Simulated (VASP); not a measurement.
Pb, 2 atoms in the cell. It takes space group P6_3/mmc (No. 194, hexagonal). The conventional cell has a = 3.480 Å, b = 3.480 Å, c = 5.143 Å, α = 90.00°, β = 90.00°, γ = 120.00°. Within 4.3 Å of Pb (site symmetry -6m2) lie 12 Pb at 3.26 to 3.48 Å. This isn't the form of Pb at room conditions, which is fcc. This cell differs from its parent crystal: strain +0.000 along x and y, -0.080 along z.

| Item | Value |
| --- | --- |
| Program | VASP 6.6.1 |
| Task | single point |
| Functional | r2SCAN |
| Potentials or basis | VASP PAW PBE potentials, release 64 (Pb_d) |
| Cutoff | 520 eV |
| k mesh | 18 × 18 × 10 |
| Occupations | gaussian, width 0.15 eV |
| Spin | no spin polarisation |
| Dipole correction | no |
| Further INCAR settings | ALGO = Normal; EDIFF = 1e-07; NBANDS = 21 |

Potentials or basis: VASP PAW PBE potentials, release 64 (Pb_d).

Run with:

```sh
$ cat potpaw_PBE.64/Pb_d/POTCAR > POTCAR
$ cp INCAR.step1 INCAR
$ mpirun -np 1 vasp_std > vasp.out
$ cp INCAR.step2 INCAR
$ mpirun -np 1 vasp_std > vasp.out
```

Hardware: 1 thread of Intel(R) Xeon(R) Platinum 8259CL CPU @ 2.50GHz (Skylake/Cascade Lake), with other jobs on the host.

Q: Estimate the wall time of this run.

A: Run time: 20 min on 1 thread of Intel(R) Xeon(R) Platinum 8259CL CPU @ 2.50GHz (Skylake/Cascade Lake), with other jobs on the host, peak memory 0.33 GiB. Counts: k points 222.
